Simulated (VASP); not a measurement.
# F (C2/m) in VASP: further runs, part 2 of 2

VASP 6.6.1. Earlier steps stand in the parts before.

## Step 5: Single point, PBEsol

This run uses another cell than the first one, of 17.37 Å³/atom, 0.863 times its volume.

INCAR reads:

```
PREC = Accurate ; ENCUT = 520
EDIFF = 1E-6 ; ISMEAR = 0
SIGMA = 0.05 ; LREAL = False
LASPH = True ; NELM = 60
ALGO = Normal ; ISIF = 2
LWAVE = False ; LCHARG = False
GGA = PS ; NBANDS = 22
```

KPOINTS reads:

```
regular mesh
0
Gamma
  4 4 2
```

POSCAR reads:

```
F
1.0
    2.9660477824     -1.7322318006     -0.2287671926
    2.9660477824      1.7322318006     -0.2287671926
   -2.2219974587      0.0000000000      6.9336988005
F
4
Direct
    0.0848459664      0.0848459664      0.0940038325
    0.9151540336      0.9151540336      0.9059961675
    0.5015719855      0.5015719855      0.5937195244
    0.4984280145      0.4984280145      0.4062804756
```

Potentials or basis: VASP PAW PBE potentials, release 64 (F).

Run with:

```bash
$ cat potpaw_PBE.64/F/POTCAR > POTCAR
$ mpirun -np 1 vasp_std > vasp.out
```

OUTCAR:

```text
PREC = Accurate
   ENCUT = 520
   EDIFF = 1E-6
   ISMEAR = 0
   LREAL = False
   LASPH = True
   NELM = 60
   ISIF = 2
   GGA = PS

 ion  position               nearest neighbor table
   1  0.085  0.085  0.094-   2 1.36
   2  0.915  0.915  0.906-   1 1.36
   3  0.502  0.502  0.594-   4 1.36
   4  0.498  0.498  0.406-   3 1.36

  LATTYP: Found a base centered monoclinic cell.
 ALAT       =     5.9497139010
 B/A-ratio  =     0.5822907889
 C/A-ratio  =     1.2237619863
 COS(beta)  =    -0.3775041882

  Lattice vectors:

 A1 = (   2.9660477824,  -1.7322318006,  -0.2287671926)
 A2 = (   2.9660477824,   1.7322318006,  -0.2287671926)
 A3 = (  -2.2219974587,   0.0000000000,   6.9336988005)

Analysis of symmetry for initial positions (statically):
=====================================================================
 Subroutine PRICEL returns:
 Original cell was already a primitive cell.

 Routine SETGRP: Setting up the symmetry group for a
[... 158 lines left out ...]
  free energy    TOTEN  =        -7.67964775 eV

  energy without entropy =       -7.67964775  energy(sigma->0) =       -7.67964775

 E-fermi :  -4.8358     XC(G=0):  -7.1715

 val. band max:       -5.1803370469   @ k =   0.5000   0.5000   0.0000
 cond. band min:      -1.7166084417   @ k =   0.0000   0.0000   0.0000
 fundamental gap:      3.4637286053
 Fermi energy:        -4.8358210580

 k-point     1 :       0.0000    0.0000    0.0000
  band No.  band energies     occupation
      1     -31.1678      2.00000
      2     -30.9972      2.00000
      3     -23.6600      2.00000
      4     -23.3179      2.00000
      5     -12.3517      2.00000
      6     -11.6005      2.00000
[... 339 lines left out ...]
     21       9.8847      0.00000
     22      10.1835      0.00000

------------------------ aborting loop because EDIFF is reached ----------------------------------------

  FORCE on cell =-STRESS in cart. coord.  units (eV):
  Direction    XX          YY          ZZ          XY          YZ          ZX
  --------------------------------------------------------------------------------------
  -------------------------------------------------------------------------------------
  Total        0.7092393     -0.2009017      5.3784538      0.0000000      0.0000000      0.3940494
  in kB       16.3528549     -4.6321698    124.0104306      0.0000000      0.0000000      9.0855553
  external PRESSURE =      45.2437052 kB  Pullay stress =       0.0000000 kB

 VOLUME and BASIS-vectors are now :
 -----------------------------------------------------------------------------
  energy-cutoff  :      520.00
  volume of cell :       69.49
      direct lattice vectors                 reciprocal lattice vectors
     2.966047782 -1.732231801 -0.228767193     0.172846730 -0.288644972  0.055391070
     2.966047782  1.732231801 -0.228767193     0.172846730  0.288644972  0.055391070
    -2.221997459  0.000000000  6.933698801     0.011405647  0.000000000  0.147878261

 POSITION                                       TOTAL-FORCE (eV/Angst)
 -----------------------------------------------------------------------------------
      0.29444      0.00000      0.61297         1.002015      0.000000      2.076140
      3.41566      0.00000      5.86319        -1.002015      0.000000     -2.076140
      1.65613      0.00000      3.88719        -0.688248      0.000000      2.208565
      2.05397      0.00000      2.58898         0.688248      0.000000     -2.208565
 -----------------------------------------------------------------------------------
    total drift:                                0.000000      0.000000     -0.000000

  FREE ENERGIE OF THE ION-ELECTRON SYSTEM (eV)
  ---------------------------------------------------
  free  energy   TOTEN  =        -7.6796477455 eV

  energy  without entropy=       -7.6796477455  energy(sigma->0) =       -7.67964775
```

OSZICAR:

```text
N       E                     dE             d eps       ncg     rms          rms(c)
DAV:   1     0.181759819264E+03    0.18176E+03   -0.15126E+04   616   0.116E+03
DAV:   2    -0.297611709781E+00   -0.18206E+03   -0.17728E+03   882   0.289E+02
DAV:   3    -0.943508451843E+01   -0.91375E+01   -0.90975E+01   706   0.624E+01
DAV:   4    -0.949410000135E+01   -0.59015E-01   -0.59013E-01   654   0.589E+00
DAV:   5    -0.949443406786E+01   -0.33407E-03   -0.33407E-03   736   0.416E-01    0.112E+01
DAV:   6    -0.814907424504E+01    0.13454E+01   -0.51353E-01   628   0.734E+00    0.631E+00
DAV:   7    -0.768199326034E+01    0.46708E+00   -0.67582E-01   634   0.795E+00    0.763E-01
DAV:   8    -0.767950629448E+01    0.24870E-02   -0.85023E-02   634   0.211E+00    0.127E-01
DAV:   9    -0.767956825925E+01   -0.61965E-04   -0.11184E-03   706   0.259E-01    0.694E-02
DAV:  10    -0.767964750217E+01   -0.79243E-04   -0.26711E-04   664   0.141E-01    0.269E-02
DAV:  11    -0.767964830123E+01   -0.79906E-06   -0.26761E-05   688   0.511E-02    0.753E-03
DAV:  12    -0.767964774546E+01    0.55576E-06   -0.56227E-06   652   0.205E-02
   1 F= -.76796477E+01 E0= -.76796477E+01  d E =-.212061E-23
```

stdout:

```text
POSCAR found type information on POSCAR F
 POSCAR found :  1 types and       4 ions
 scaLAPACK will be used
 -----------------------------------------------------------------------------
|                                                                             |
|                                                                             |
|     You enforced a specific xc type in the INCAR file but a different       |
|     I HOPE YOU KNOW WHAT YOU ARE DOING!                                     |
|                                                                             |
 -----------------------------------------------------------------------------

 LDA part: xc-table for (Slater+PW92), standard interpolation
 POSCAR, INCAR and KPOINTS ok, starting setup
 FFT: planning ... GRIDC
 FFT: planning ... GRID_SOFT
 FFT: planning ... GRID
 WAVECAR not read
 entering main loop
```

Run time: 22 s. Hardware: 1 thread of Intel Xeon Platinum 8175M at 2.50GHz (Skylake/Cascade Lake), shared host; peak memory 0.18 GiB.

Results:

| Property | Result |
| --- | --- |
| Free energy | -7.6796 eV |
| Pressure | 4.5 GPa |
| Largest force | 2.313 eV/Å |
| Band gap on the k mesh | 3.46 eV, indirect (least direct gap 3.57 eV) |

Forces in eV/Å, atoms in the order of the input:
```
F    1.002  0.000  2.076
F   -1.002  0.000 -2.076
F   -0.688  0.000  2.209
F    0.688  0.000 -2.209
```

Stress tensor (GPa, compression positive):
```
 1.64  0.00  0.91
 0.00 -0.46  0.00
 0.91  0.00 12.40
```

Levels at points of the mesh, in eV from the valence-band top:
```tsv
k point	band 10	band 11	band 12	band 13	band 14	band 15	band 16	band 17	band 18	band 19
(0.00, 0.00, 0.00)	-3.92	-0.37	-0.20	-0.14	-0.11	3.46	4.39	8.60	11.03	12.28
(0.50, 0.00, 0.00)	-4.03	-0.44	-0.36	-0.33	-0.21	3.97	4.06	12.65	12.82	14.41
(0.50, 0.50, 0.00)	-4.01	-0.40	-0.34	-0.24	0.00	3.91	4.06	12.90	13.34	13.42
(0.00, 0.00, 0.50)	-3.93	-0.33	-0.21	-0.19	-0.11	3.85	3.94	9.50	9.52	14.86
(0.50, 0.00, 0.50)	-3.99	-0.58	-0.38	-0.24	-0.08	3.76	4.24	12.57	13.46	13.65
(0.50, 0.50, 0.50)	-4.08	-0.43	-0.32	-0.21	-0.13	3.96	4.06	12.64	12.82	14.91
```

Caveat: the k points lie up to 0.54 Å⁻¹ apart; the PAW data sets were made with another functional, which shifts forces and pressure a little. A k mesh can miss the band edges.

## Step 6: Single point, PBEsol

This run uses another cell than the first one, of 16.91 Å³/atom, 0.840 times its volume.

INCAR reads:

```
ALGO = Normal
EDIFF = 1E-6
ENCUT = 520
GGA = PS
ISIF = 2
ISMEAR = 0
LASPH = T
LCHARG = F
LREAL = F
LWAVE = F
NBANDS = 22
NELM = 100
PREC = Accurate
SIGMA = 0.05
```

KPOINTS reads:

```
k-points
0
Gamma
  4 4 2
```

POSCAR reads:

```
F
1.0
    2.9082272006     -1.7259994268     -0.2243075705
    2.9082272006      1.7259994268     -0.2243075705
   -2.1704395470      0.0000000000      6.9053921512
F
4
Direct
    0.0848459664      0.0848459664      0.0940038325
    0.9151540336      0.9151540336      0.9059961675
    0.5015719855      0.5015719855      0.5937195244
    0.4984280145      0.4984280145      0.4062804756
```

Potentials or basis: VASP PAW PBE potentials, release 64 (F).

Run with:

```bash
$ cat potpaw_PBE.64/F/POTCAR > POTCAR
$ mpirun -np 1 vasp_std > vasp.out
```

OUTCAR:

```text
EDIFF = 1E-6
   ENCUT = 520
   GGA = PS
   ISIF = 2
   ISMEAR = 0
   LASPH = T
   LREAL = F
   NELM = 100
   PREC = Accurate

 ion  position               nearest neighbor table
   1  0.085  0.085  0.094-   2 1.35
   2  0.915  0.915  0.906-   1 1.35
   3  0.502  0.502  0.594-   4 1.35
   4  0.498  0.498  0.406-   3 1.35

  LATTYP: Found a base centered monoclinic cell.
 ALAT       =     5.8337292829
 B/A-ratio  =     0.5917310671
 C/A-ratio  =     1.2407939893
 COS(beta)  =    -0.3723223026

  Lattice vectors:

 A1 = (   2.9082272006,  -1.7259994268,  -0.2243075705)
 A2 = (   2.9082272006,   1.7259994268,  -0.2243075705)
 A3 = (  -2.1704395470,   0.0000000000,   6.9053921512)

Analysis of symmetry for initial positions (statically):
=====================================================================
 Subroutine PRICEL returns:
 Original cell was already a primitive cell.

 Routine SETGRP: Setting up the symmetry group for a
 base centered monoclinic supercell.

 Subroutine GETGRP returns: Found  4 space group operations
 (whereof  4 operations were pure point group operations)
 out of a pool of  4 trial point group operations.

The static configuration has the point symmetry C_2h.

Analysis of symmetry for dynamics (positions and initial velocities):
=====================================================================
 Subroutine PRICEL returns:
 Original cell was already a primitive cell.

 Routine SETGRP: Setting up the symmetry group for a
 base centered monoclinic supercell.

 Subroutine GETGRP returns: Found  4 space group operations
[... 108 lines left out ...]
   NUPDOWN=      -1.0000    fix difference up-down
   EMIN   =  10.00;   EMAX   =-10.00  energy-range for DOS
   EFERMI =   0.00;   METHOD = LEGACY
   ISMEAR =     0;   SIGMA  =   0.05  broadening in eV -4-tet -1-fermi 0-gaus
   EFERMI_NEDOS =   21; number of points for ismear=-14 and -15
   IALGO  =     38    algorithm
   IMIX   =      4    mixing-type and parameters
     AMIX     =   0.40;   BMIX     =  1.00
     AMIX_MAG =   1.60;   BMIX_MAG =  1.00
  volume/ion in A,a.u.               =      16.91       114.12
  Fermi-wavevector in a.u.,A,eV,Ry     =   1.220069  2.305596 20.253204  1.488569
  Thomas-Fermi vector in A             =   2.355299
   LORBIT       =      0    0 simple, 1 ext, 2 COOP (PROOUT), +10 PAW based schemes
   GGA     = PS    functional components
   LHFCALC =     F    Hartree Fock is set to
   AEXX    =    0.0000 exact exchange contribution
   IVDW    =     0    specifies the selected vdW correction
   LEPSILON=     F    determine dielectric tensor
   LRPA    =     F    only Hartree local field effects (RPA)
 non-spin polarized calculation
 Gauss-broadening in eV      SIGMA  =   0.05
  energy-cutoff  :      520.00
  volume of cell :       67.64
 maximum number of plane-waves:      1838
 NGX is ok and might be reduce to    28
   NGX = 13   NGY = 13   NGZ = 27

 number of electron      27.9999990 magnetization

 Free energy of the ion-electron system (eV)
  ---------------------------------------------------
  ext. energy  EPLUGINS =         0.00000000
  ---------------------------------------------------
  free energy    TOTEN  =        -7.63781429 eV

  energy without entropy =       -7.63781429  energy(sigma->0) =       -7.63781429

 E-fermi :  -4.7347     XC(G=0):  -7.2901

 val. band max:       -5.0320255443   @ k =   0.5000   0.5000   0.0000
 cond. band min:      -1.4898787143   @ k =   0.0000   0.0000   0.0000
 fundamental gap:      3.5421468300
 Fermi energy:        -4.7347065410

 k-point     1 :       0.0000    0.0000    0.0000
  band No.  band energies     occupation
      1     -31.1968      2.00000
      2     -31.0196      2.00000
      3     -23.5163      2.00000
      4     -23.1480      2.00000
      5     -12.3095      2.00000
      6     -11.5043      2.00000
[... 339 lines left out ...]
     21      10.1758      0.00000
     22      10.4648      0.00000

------------------------ aborting loop because EDIFF is reached ----------------------------------------

  FORCE on cell =-STRESS in cart. coord.  units (eV):
  Direction    XX          YY          ZZ          XY          YZ          ZX
  --------------------------------------------------------------------------------------
  -------------------------------------------------------------------------------------
  Total        0.8586635     -0.1889792      6.3594827      0.0000000      0.0000000      0.4694442
  in kB       20.3378164     -4.4760527    150.6270927      0.0000000      0.0000000     11.1189873
  external PRESSURE =      55.4962855 kB  Pullay stress =       0.0000000 kB

 VOLUME and BASIS-vectors are now :
 -----------------------------------------------------------------------------
  energy-cutoff  :      520.00
  volume of cell :       67.64
      direct lattice vectors                 reciprocal lattice vectors
     2.908227201 -1.725999427 -0.224307570     0.176197488 -0.289687234  0.055380779
     2.908227201  1.725999427 -0.224307570     0.176197488  0.289687234  0.055380779
    -2.170439547  0.000000000  6.905392151     0.011446832  0.000000000  0.148412231

 POSITION                                       TOTAL-FORCE (eV/Angst)
 -----------------------------------------------------------------------------------
      0.28947      0.00000      0.61107         1.161195      0.000000      2.442611
      3.35654      0.00000      5.84571        -1.161195      0.000000     -2.442611
      1.62874      0.00000      3.87485        -0.796511      0.000000      2.595850
      2.01728      0.00000      2.58192         0.796511      0.000000     -2.595850
 -----------------------------------------------------------------------------------
    total drift:                                0.000000      0.000000     -0.000000

  FREE ENERGIE OF THE ION-ELECTRON SYSTEM (eV)
  ---------------------------------------------------
  free  energy   TOTEN  =        -7.6378142884 eV

  energy  without entropy=       -7.6378142884  energy(sigma->0) =       -7.63781429
```

It took 22 s on 1 thread of Intel Xeon Platinum 8175M at 2.50GHz (Skylake/Cascade Lake), shared host; peak memory 0.18 GiB.

Results:

* Free energy: -7.6378 eV
* Pressure: 5.5 GPa
* Largest force: 2.715 eV/Å
* Band gap on the k mesh: 3.54 eV, indirect (least direct gap 3.65 eV)

Forces in eV/Å, atoms in the order of the input:
```
F    1.161  0.000  2.443
F   -1.161  0.000 -2.443
F   -0.797  0.000  2.596
F    0.797  0.000 -2.596
```

Caveat: the k points lie up to 0.54 Å⁻¹ apart; the PAW data sets were made with another functional, which shifts forces and pressure a little.

## Step 7: Overview

| cell | gap on the mesh (eV) | pressure (GPa) | largest force (eV/Å) |
| --- | --- | --- | --- |
| a = 3.716, b = 3.716, c = 7.560 Å, angles 110.5, 110.5, 57.3°, 4 atoms | 2.95 | -0.4 | 0.08 |
| a = 3.346, b = 3.346, c = 7.285 Å, angles 108.0, 108.0, 62.8°, 4 atoms | 3.41 | 4.6 | 2.25 |
| a = 3.538, b = 3.538, c = 7.196 Å, angles 110.5, 110.5, 57.3°, 4 atoms | 3.72 | 6.3 | 3.21 |
| a = 3.442, b = 3.442, c = 7.281 Å, angles 109.0, 109.0, 60.4°, 4 atoms | 3.46 | 4.5 | 2.31 |
| a = 3.389, b = 3.389, c = 7.238 Å, angles 108.7, 108.7, 61.2°, 4 atoms | 3.54 | 5.5 | 2.72 |

Alike in all rows: task single point; level PBEsol; potentials or basis VASP PAW PBE potentials, release 64 (F); no spin polarisation; k mesh 4 × 4 × 2; cutoff (eV) 520; smearing gaussian 0.05 eV.

Caveats: all runs use coarse meshes; the PAW data sets were made with another functional, which shifts forces and pressure a little.

Total energies depend on the potentials used, so only differences within one code and one set of settings carry meaning.
